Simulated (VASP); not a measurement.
# IrRh2 (P-6m2) in VASP: relaxation of cell and atoms with PBE

Aim: the relaxation of cell and atoms of IrRh2 with PBE.

Program: VASP 6.6.1. These are calculated values, not measurements. Logs are shortened: lines on timing, memory, paths and dates and some standing lists are left out, and cuts for length are marked.

## 1. The cell of the first run

It takes space group P-6m2 (No. 187, hexagonal). The conventional cell has a = 2.731 Å, b = 2.731 Å, c = 13.226 Å, α = 90.00°, β = 90.00°, γ = 120.00°. Ir (site symmetry 3m) has 6 Rh at 2.70 to 2.72 Å and 6 Ir at 2.73 Å within 3.6 Å. Rh (site symmetry -6m2) has 12 Rh at 2.71 to 2.73 Å within 3.6 Å. Within 3.6 Å of Rh (site symmetry 3m) lie 3 Ir at 2.70 Å and 9 Rh at 2.71 to 2.73 Å. Rh (site symmetry -6m2) has 6 Ir at 2.72 Å and 6 Rh at 2.73 Å within 3.6 Å.

## 2. Relaxation of cell and atoms, PBE

Input file INCAR:

```
PREC = Accurate
ENCUT = 600
EDIFF = 1E-6
ISMEAR = 0
SIGMA = 0.1
LREAL = False
LASPH = True
NELM = 100
ALGO = Fast
ISIF = 3
LWAVE = False
LCHARG = False
GGA = PE
IBRION = 2
NSW = 100
EDIFFG = -0.01
```

Input file KPOINTS:

```
regular mesh
0
Gamma
  18 18 4
```

Input file POSCAR:

```
IrRh2
1.0
    2.7314326000      0.0000000000      0.0000000000
   -1.3657163000      2.3654901000      0.0000000000
    0.0000000000      0.0000000000     13.2257067000
Ir Rh
2 4
Direct
    0.6666667000      0.3333333000      0.3327050000
    0.6666667000      0.3333333000      0.6672950000
    0.6666667000      0.3333333000      0.0000000000
    0.3333333000      0.6666667000      0.8331830000
    0.3333333000      0.6666667000      0.1668170000
    0.3333333000      0.6666667000      0.5000000000
```

Potentials or basis: VASP PAW PBE potentials, release 64 (Ir, Rh_pv).

Started as:

```sh
$ cat potpaw_PBE.64/Ir/POTCAR potpaw_PBE.64/Rh_pv/POTCAR > POTCAR
$ mpirun -np 1 vasp_std > vasp.out
```

OUTCAR:

```text
PREC = Accurate
   ENCUT = 600
   EDIFF = 1E-6
   ISMEAR = 0
   LREAL = False
   LASPH = True
   NELM = 100
   ISIF = 3
   GGA = PE
   IBRION = 2
   NSW = 100
   EDIFFG = -0.01

 ion  position               nearest neighbor table
   1  0.667  0.333  0.333-   5 2.70   5 2.70   5 2.70   6 2.72   6 2.72   6 2.72
   2  0.667  0.333  0.667-   4 2.70   4 2.70   4 2.70   6 2.72   6 2.72   6 2.72
   3  0.667  0.333  0.000-   4 2.71   5 2.71   4 2.71   5 2.71   4 2.71   5 2.71
   4  0.333  0.667  0.833-   2 2.70   2 2.70   2 2.70   3 2.71   3 2.71   3 2.71
   5  0.333  0.667  0.167-   1 2.70   1 2.70   1 2.70   3 2.71   3 2.71   3 2.71
   6  0.333  0.667  0.500-   1 2.72   2 2.72   1 2.72   2 2.72   1 2.72   2 2.72

  LATTYP: Found a hexagonal cell.
 ALAT       =     2.7314326000
 C/A-ratio  =     4.8420402905

  Lattice vectors:

 A1 = (   2.7314326000,   0.0000000000,   0.0000000000)
 A2 = (  -1.3657163000,   2.3654901000,   0.0000000000)
 A3 = (   0.0000000000,   0.0000000000,  13.2257067000)

Analysis of symmetry for initial positions (statically):
=====================================================================
 Subroutine PRICEL returns:
 Original cell was already a primitive cell.

 Routine SETGRP: Setting up the symmetry group for a
 hexagonal supercell.

 Subroutine GETGRP returns: Found 12 space group operations
 (whereof 12 operations were pure point group operations)
 out of a pool of 24 trial point group operations.

The static configuration has the point symmetry D_3h.

Analysis of symmetry for dynamics (positions and initial velocities):
=====================================================================
 Subroutine PRICEL returns:
 Original cell was already a primitive cell.

 Routine SETGRP: Setting up the symmetry group for a
 hexagonal supercell.

 Subroutine GETGRP returns: Found 12 space group operations
 (whereof 12 operations were pure point group operations)
 out of a pool of 24 trial point group operations.

The dynamic configuration has the point symmetry D_3h.

 Subroutine INISYM returns: Found 12 space group operations
 (whereof 12 operations are pure point group operations),
 and found     1 'primitive' translations

----------------------------------------------------------------------------------------

                                     Primitive cell
[... 106 lines left out ...]
   ISYM   =      2    0-nonsym 1-usesym 2-fastsym
   POTIM  = 0.5000    time-step for ionic-motion
   TEBEG  =    0.0;   TEEND  =   0.0 temperature during run
   PSTRESS=    0.0 pullay stress
   NELECT =      78.0000    total number of electrons
   NUPDOWN=      -1.0000    fix difference up-down
   EMIN   =  10.00;   EMAX   =-10.00  energy-range for DOS
   EFERMI =   0.00;   METHOD = LEGACY
   ISMEAR =     0;   SIGMA  =   0.10  broadening in eV -4-tet -1-fermi 0-gaus
   EFERMI_NEDOS =   21; number of points for ismear=-14 and -15
   IALGO  =     68    algorithm
   IMIX   =      4    mixing-type and parameters
     AMIX     =   0.40;   BMIX     =  1.00
     AMIX_MAG =   1.60;   BMIX_MAG =  1.00
  volume/ion in A,a.u.               =      14.24        96.11
  Fermi-wavevector in a.u.,A,eV,Ry     =   1.588045  3.000970 34.312364  2.521888
  Thomas-Fermi vector in A             =   2.687109
   LORBIT       =      0    0 simple, 1 ext, 2 COOP (PROOUT), +10 PAW based schemes
   GGA     = PE    functional components
   LHFCALC =     F    Hartree Fock is set to
   AEXX    =    0.0000 exact exchange contribution
   IVDW    =     0    specifies the selected vdW correction
   LEPSILON=     F    determine dielectric tensor
   LRPA    =     F    only Hartree local field effects (RPA)
 conjugate gradient relaxation of ions
 non-spin polarized calculation
 RMM-DIIS sequential band-by-band and
 Gauss-broadening in eV      SIGMA  =   0.10
  energy-cutoff  :      600.00
  volume of cell :       85.45
 maximum number of plane-waves:      2916
 NGX is ok and might be reduce to    24
   NGX = 11   NGY = 11   NGZ = 53

--------------------------------------- Ionic step        1  -------------------------------------------

 number of electron      78.0000002 magnetization

 Free energy of the ion-electron system (eV)
  ---------------------------------------------------
  ext. energy  EPLUGINS =         0.00000000
  ---------------------------------------------------
  free energy    TOTEN  =       -46.58183856 eV

  energy without entropy =      -46.54150943  energy(sigma->0) =      -46.56167400

------------------------ aborting loop because EDIFF is reached ----------------------------------------

  FORCE on cell =-STRESS in cart. coord.  units (eV):
  Direction    XX          YY          ZZ          XY          YZ          ZX
  --------------------------------------------------------------------------------------
  -------------------------------------------------------------------------------------
  Total        0.0508295      0.0508295      0.0521147     -0.0000000      0.0000000      0.0000000
  in kB        0.9530074      0.9530075      0.9771026     -0.0000000      0.0000000      0.0000000
  external PRESSURE =       0.9610392 kB  Pullay stress =       0.0000000 kB
[... 107 lines left out ...]
--------------------------------------- Ionic step        4  -------------------------------------------

 number of electron      78.0000002 magnetization

 Free energy of the ion-electron system (eV)
  ---------------------------------------------------
  ext. energy  EPLUGINS =         0.00000000
  ---------------------------------------------------
  free energy    TOTEN  =       -46.58188806 eV

  energy without entropy =      -46.54150486  energy(sigma->0) =      -46.56169646

 E-fermi :  11.0178     XC(G=0): -13.8536

 val. band max:       11.0165491027   @ k =   0.3333   0.3333   0.5000
 cond. band min:      11.0197428303   @ k =   0.2222   0.1667   0.5000
 fundamental gap:      0.0031937276
 Fermi energy:        11.0178037009

 k-point     1 :       0.0000    0.0000    0.0000
  band No.  band energies     occupation
      1     -36.0156      2.00000
      2     -35.9129      2.00000
      3     -35.8562      2.00000
      4     -35.5626      2.00000
      5     -35.5626      2.00000
      6     -35.5193      2.00000
[... 1165 lines left out ...]
     45      13.6452      0.00000
     46      15.4525      0.00000

 [... further k-points ...]

------------------------ aborting loop because EDIFF is reached ----------------------------------------

  FORCE on cell =-STRESS in cart. coord.  units (eV):
  Direction    XX          YY          ZZ          XY          YZ          ZX
  --------------------------------------------------------------------------------------
  -------------------------------------------------------------------------------------
  Total        0.0027212      0.0027212     -0.0013934     -0.0000000      0.0000000      0.0000000
  in kB        0.0509985      0.0509985     -0.0261141     -0.0000000      0.0000000      0.0000000
  external PRESSURE =       0.0252943 kB  Pullay stress =       0.0000000 kB
[... 21 lines left out ...]
  FREE ENERGIE OF THE ION-ELECTRON SYSTEM (eV)
  ---------------------------------------------------
  free  energy   TOTEN  =       -46.5818880639 eV

  energy  without entropy=      -46.5415048617  energy(sigma->0) =      -46.56169646

 reached required accuracy - stopping structural energy minimisation
```

It took 65 min on 1 thread of Oxide Virtual Turin-like, shared host; peak memory 0.53 GiB.

Results:

| Quantity | Value |
| --- | --- |
| Free energy | -46.5819 eV |
| Relaxed volume | 14.25 Å³/atom |
| Relaxed cell | a = 2.732 Å, b = 2.732 Å, c = 13.227 Å, α = 90.00°, β = 90.00°, γ = 120.00° |
| Space group after relaxing (to 0.1 Å) | P-6m2 (No. 187) |
| Energy gained by relaxing | 0.0 meV/atom |
| Ionic steps | 4 |
| Pressure after relaxing | 0.0 GPa |
| Largest force after relaxing | 0.007 eV/Å |
| Band gap on the k mesh | zero (bands 39 and 40 overlap by 2.23 eV) |

Forces on the atoms (eV/Å):
```
Ir   0.000  0.000 -0.007
Ir   0.000  0.000  0.007
Rh   0.000  0.000  0.000
Rh   0.000  0.000  0.001
Rh   0.000  0.000 -0.001
Rh   0.000  0.000  0.000
```

Final structure:
```cif
data_structure
_symmetry_space_group_name_H-M 'P 1'
_symmetry_Int_Tables_number 1
_cell_length_a 2.7318
_cell_length_b 2.7318
_cell_length_c 13.2273
_cell_angle_alpha 90.000
_cell_angle_beta 90.000
_cell_angle_gamma 120.000
_cell_volume 85.49
loop_
_atom_site_label
_atom_site_type_symbol
_atom_site_fract_x
_atom_site_fract_y
_atom_site_fract_z
_atom_site_occupancy
Ir1 Ir 0.66667 0.33333 0.33272 1
Ir2 Ir 0.66667 0.33333 0.66728 1
Rh1 Rh 0.66667 0.33333 0.00000 1
Rh2 Rh 0.33333 0.66667 0.83328 1
Rh3 Rh 0.33333 0.66667 0.16672 1
Rh4 Rh 0.33333 0.66667 0.50000 1
```

Caveat: the highest band is partly filled, so the run has too few bands; spin-orbit coupling is left out, which moves the levels of the heavy elements.
